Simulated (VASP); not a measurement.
Input of a VASP 6.6.1 run:

Contents of INCAR:

```
PREC     = Accurate       # precision mode
ENCUT    = 520            # plane-wave cutoff, eV
EDIFF    = 1E-7           # SCF threshold, eV
ISMEAR   = 0              # smearing method
SIGMA    = 0.025          # smearing width, eV
LREAL    = False          # projectors in reciprocal space
LASPH    = True           # aspherical terms in the spheres
NELM     = 80             # most SCF steps
ALGO     = Normal         # electronic algorithm
ISIF     = 2              # what is computed and relaxed
LWAVE    = False          # write WAVECAR
LCHARG   = True           # write CHGCAR
GGA      = CA             # functional
LELF     = True           # ELF
LVHAR    = True         
NBANDS   = 22             # bands
```

File KPOINTS:

```
Automatic mesh
0
Gamma
  11 11 6
```

File POSCAR:

```
Rh
1.0
    2.7309790000      0.0000000000      0.0000000000
   -1.3654895000      2.3650971912      0.0000000000
    0.0000000000      0.0000000000      4.4284890000
Rh
2
Direct
    0.6666666667      0.3333333333      0.7500000000
    0.3333333333      0.6666666667      0.2500000000
```

Potentials or basis: VASP PAW LDA potentials, release 64 (Rh_pv).

Launch:

```console
$ cat potpaw_LDA.64/Rh_pv/POTCAR > POTCAR
$ mpirun -np 1 vasp_std > vasp.out
```

Problem. Estimate the band gap on the k mesh.

Solution. Zero (band 15 reaches 11.67 eV, above the bottom of band 16 at 9.43 eV).

Problem. What does it give for the pressure?

Solution. -18.8 GPa.

Stress tensor (GPa, compression positive):
```
-18.57   0.00   0.00
  0.00 -18.57   0.00
  0.00   0.00 -19.34
```
